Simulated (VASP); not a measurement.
Runs of VASP 6.6.1 on Sc4Mo. The structure is that of space group Im-3m (No. 229), or close to it. The cells are those of the table. 

| task | cell | k mesh | cutoff (eV) | gap on the mesh (eV) | pressure (GPa) |
| --- | --- | --- | --- | --- | --- |
| single point | a = 5.074 Å, angles 109.5°, 5 atoms | 4 × 4 × 4 | 520 | - | 20.8 |
| relaxation of cell and atoms | relaxed from a = 5.511 Å, angles 109.5°, 5 atoms | 8 × 8 × 8 | 600 | none | 0.0 |
| relaxation of cell and atoms | relaxed from a = 5.074 Å, angles 109.5°, 5 atoms | 4 × 4 × 4 | 600 | none | 0.0 |
| single point | a = 5.506 Å, angles 109.5°, 5 atoms | 8 × 8 × 8 | 520 | none | (a) |
| single point | a = 5.511 Å, angles 109.5°, 5 atoms | 4 × 4 × 4 | 520 | none | 0.0 |

Alike in all rows: level PBE; potentials or basis VASP PAW PBE potentials, release 64 (Sc_sv, Mo_sv); no spin polarisation; smearing gaussian 0.1 eV.

Task: Fill in the values left out.

Result: (a) 0.1.

Caveats: some runs use coarse meshes; the relaxation stopped at its first step, so nothing moved (some runs).

A k mesh can miss the band edges, and the runs leave out spin-orbit coupling on Mo.

A gap of «none» marks levels without a gap at the run's occupations.
